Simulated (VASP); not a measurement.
Set up this calculation in VASP 6.6.1, as the native input.

```
Task                   : relaxation of cell and atoms
Functional             : PBE
Potentials or basis    : VASP PAW PBE potentials, release 64 (Cu, O)
Cutoff                 : 600 eV
k mesh                 : 4 × 4 × 4
Occupations            : gaussian, width 0.1 eV
Spin                   : collinear spin
Starting moments       : [1.0, 1.0, 1.0, 1.0, 1.0, 1.0, 0.0] μB
Dipole correction      : no
Further INCAR settings : ALGO = Normal; EDIFF = 1e-06; IBRION = 2; EDIFFG = -0.04; NSW = 90; ISIF = 3
```

The structure of Cu6O lies in POSCAR:

```
Cu6O
1.0
    0.0000000000      3.6134865300      3.6134865300
    3.6134865300      0.0000000000      3.6134865300
    3.6134865300      3.6134865300      0.0000000000
Cu O
6 1
Direct
    0.7552105700      0.2447894300      0.2447894300
    0.2447894300      0.7552105700      0.7552105700
    0.2447894300      0.7552105700      0.2447894300
    0.7552105700      0.2447894300      0.7552105700
    0.2447894300      0.2447894300      0.7552105700
    0.7552105700      0.7552105700      0.2447894300
    0.0000000000      0.0000000000      0.0000000000
```

The cell was built from a structure type or drawn by symmetry, and may not be a known phase.

One way to write it, as run:

INCAR

```
SYSTEM = Cu6O
ALGO = Normal
EDIFF = 1E-6
EDIFFG = -0.04
ENCUT = 600
GGA = PE
IBRION = 2
ISIF = 3
ISMEAR = 0
ISPIN = 2
LASPH = .True.
LCHARG = .False.
LMAXMIX = 4
LORBIT = 11
LREAL = .False.
LWAVE = .False.
MAGMOM = 1 1 1 1 1 1 0
NELM = 150
NSW = 90
PREC = Accurate
SIGMA = 0.1
```

KPOINTS

```
k-points
0
Gamma
  4 4 4
  0 0 0
```

Potentials or basis: VASP PAW PBE potentials, release 64 (Cu, O).

Launch:

```bash
$ cat potpaw_PBE.64/Cu/POTCAR potpaw_PBE.64/O/POTCAR > POTCAR
$ mpirun -np 1 vasp_std > vasp.out
```

It gave:

- Relaxed volume: 14.92 Å³/atom
- Relaxed cell: a = 5.286 Å, b = 5.286 Å, c = 5.286 Å, α = 60.00°, β = 60.00°, γ = 60.00°
- Space group after relaxing (to 0.1 Å): Fm-3m (No. 225)
- Energy gained by relaxing: 381.4 meV/atom
- Ionic steps: 5
- Pressure after relaxing: -0.1 GPa
- Largest force after relaxing: 0.007 eV/Å
- Band gap on the k mesh: zero (filled and empty bands overlap)
- Net moment: 0.00 μB per cell
- Valence electrons inside the program's atomic spheres: Cu 9.92; O 4.97

Caveat: the k points lie up to 0.36 Å⁻¹ apart in the final cell, too coarse for converged energies and pressures of a metal.

It took 12 min on 1 thread of Intel Xeon 8259CL, on a shared host, peak memory 0.35 GiB.
